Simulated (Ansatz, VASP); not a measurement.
## Two plane-wave programs on Zn

File INCAR:

```
SYSTEM = Zn
ALGO     = Normal         ! electronic algorithm
EDIFF    = 1E-6           ! SCF threshold, eV
ENCUT    = 520            ! plane-wave cutoff, eV
GGA      = RE             ! functional
ISIF     = 2              ! what is computed and relaxed
ISMEAR   = -1             ! smearing method
LASPH    = .True.         ! aspherical terms in the spheres
LCHARG   = .False.        ! write CHGCAR
LREAL    = .False.        ! projectors in reciprocal space
LWAVE    = .False.        ! write WAVECAR
NBANDS   = 25             ! bands
NELM     = 80             ! most SCF steps
PREC     = Accurate       ! precision mode
SIGMA    = 0.1            ! smearing width, eV
```

Contents of KPOINTS:

```
k-points
0
Gamma
  9 9 13
  0 0 0
```

File POSCAR:

```
Zn
1.0
    4.4136926200      0.0000000000      0.0000000000
   -2.2068463100      3.8223699334      0.0000000000
    0.0000000000      0.0000000000      2.6401521545
Zn
3
Direct
    0.0000000000      0.0000000000      1.0000000000
    0.3333333333      0.6666666667      0.5000000000
    0.6666666667      0.3333333333      0.5000000000
```

Input for Ansatz:

```yaml
crystal:
  lattice:
    - [4.41369262, 0.0, 0.0]
    - [-2.20684631, 3.8223699334, 0.0]
    - [0.0, 0.0, 2.6401521545]
  atoms:
    - { symbol: Zn, position: [0.0, 0.0, 1.0] }
    - { symbol: Zn, position: [0.3333333333, 0.6666666667, 0.5] }
    - { symbol: Zn, position: [0.6666666667, 0.3333333333, 0.5] }
hamiltonian:
  xc: revpbe
  pseudopotentials:
    kind: paw
    azcp:
      Zn: "pseudopotentials/Zn.paw.azcp"
basis:
  ecutwfc: 420
  fft_grid_basis: typed
kpoints:
  mp_grid: { grid: [9, 9, 13], shift: [0, 0, 0] }
magnetization:
  spin_polarized: false
scf:
  occupations: { method: fermi_dirac, width: 0.1 }
  lower_state_search: "off"
output:
  stress: true
```

Alike in both runs: task single point; functional revPBE; k mesh 9 × 9 × 13; occupations fermi-dirac, width 0.1 eV; no spin polarisation.

```csv
,VASP,Ansatz
version,VASP 6.6.1,Ansatz 0.2.0
potentials or method,"VASP PAW PBE potentials, release 64 (Zn), cutoff 520 eV","plane waves (420 eV) with PAW, scalar-relativistic"
valence electrons in the cell,36,36
```

|  | VASP | Ansatz | Ansatz less VASP |
| --- | --- | --- | --- |
| pressure (GPa) | 5.9 | 5.7 | -0.25 |
| traceless stress, the component that is largest in VASP (GPa) | 1.10 | 1.09 | -0.017 |

VASP's potentials were made for PBE, not for revPBE.
